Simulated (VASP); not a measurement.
A run of VASP 6.6.1:

Contents of INCAR:

```
  PREC = Accurate
  ENCUT = 520
  EDIFF = 1E-6
  ISMEAR = -1
  SIGMA = 0.05
  LREAL = F
  LASPH = T
  NELM = 150
  ALGO = Normal
  ISIF = 2
  LWAVE = F
  LCHARG = T
  ISPIN = 2
  MAGMOM = -0.26 -0.26 -0.077 -0.077 -0.077 -0.077 -0.077 -0.077
  LORBIT = 11
  LMAXMIX = 4
  GGA = RE
  LELF = T
  LVHAR = T
  NBANDS = 66
```

The input KPOINTS:

```
Automatic mesh
0
Gamma
  8 8 8
```

POSCAR

```
Mn
1.0
    4.4403324772      0.0000000000      0.0000000000
    0.0000000000      4.4403324772      0.0000000000
    0.0000000000      0.0000000000      4.4403324772
Mn
8
Direct
    0.0000000000      0.0000000000      0.0000000000
    0.5000000000      0.5000000000      0.5000000000
    0.2500000000      0.0000000000      0.5000000000
    0.7500000000      0.0000000000      0.5000000000
    0.5000000000      0.2500000000      1.0000000000
    0.5000000000      0.7500000000      0.0000000000
    1.0000000000      0.5000000000      0.2500000000
    1.0000000000      0.5000000000      0.7500000000
```

Potentials or basis: VASP PAW PBE potentials, release 64 (Mn_pv).

Command:

```sh
$ cat potpaw_PBE.64/Mn_pv/POTCAR > POTCAR
$ mpirun -np 1 vasp_std > vasp.out
```

Hardware: 1 thread of Oxide Virtual Turin-like Processor (shared host).

Question: Estimate the wall time of this run.

Answer: Wall time 14 min on 1 thread of Oxide Virtual Turin-like Processor, on a shared host, peak memory 0.37 GiB. Counts: scf iterations 22, k points 35.
